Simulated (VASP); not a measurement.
A run of VASP 6.6.1 is set up as follows.

Contents of POSCAR:

```
Zn
1.0
    2.2439043754     -1.2945359961      0.0112746715
    2.2439043754      1.2945359961      0.0112746715
   -1.5383986839      0.0000000000      7.5476180371
Zn
3
Direct
    0.0000000000      0.0000000000      0.0000000000
    0.2215984713      0.2215984713      0.6649658048
    0.7784015287      0.7784015287      0.3350341952
```

Contents of INCAR.step1:

```
PREC = Accurate ; ENCUT = 520
ISMEAR = 0 ; SIGMA = 0.1
LREAL = F ; LASPH = T
NELM = 80 ; NBANDS = 25
GGA = PE ; ALGO = Normal
EDIFF = 1E-4 ; LWAVE = T
LCHARG = F
```

INCAR.step2

```
PREC = Accurate ; ENCUT = 520
EDIFF = 1E-6 ; ISMEAR = 0
SIGMA = 0.1 ; LREAL = F
LASPH = T ; NELM = 80
ALGO = Normal ; ISIF = 2
LWAVE = F ; LCHARG = F
METAGGA = R2SCAN ; LMIXTAU = T
NBANDS = 25 ; ISTART = 1
```

Contents of KPOINTS:

```
regular mesh
0
Gamma
  18 18 6
```

Potentials or basis: VASP PAW PBE potentials, release 64 (Zn).

Run with:

```sh
$ cat potpaw_PBE.64/Zn/POTCAR > POTCAR
$ cp INCAR.step1 INCAR
$ mpirun -np 1 vasp_std > vasp.out
$ cp INCAR.step2 INCAR
$ mpirun -np 1 vasp_std > vasp.out
```

Task: Predict the largest force.

Result: 0.018 eV/Å.

Task: What does it give for the pressure?

Result: 0.5 GPa.

Stress tensor (GPa, compression positive):
```
 0.63  0.00 -0.04
 0.00  0.56  0.00
-0.04  0.00  0.31
```

Caveat: the PAW data sets were made with another functional, which shifts forces and pressure a little.
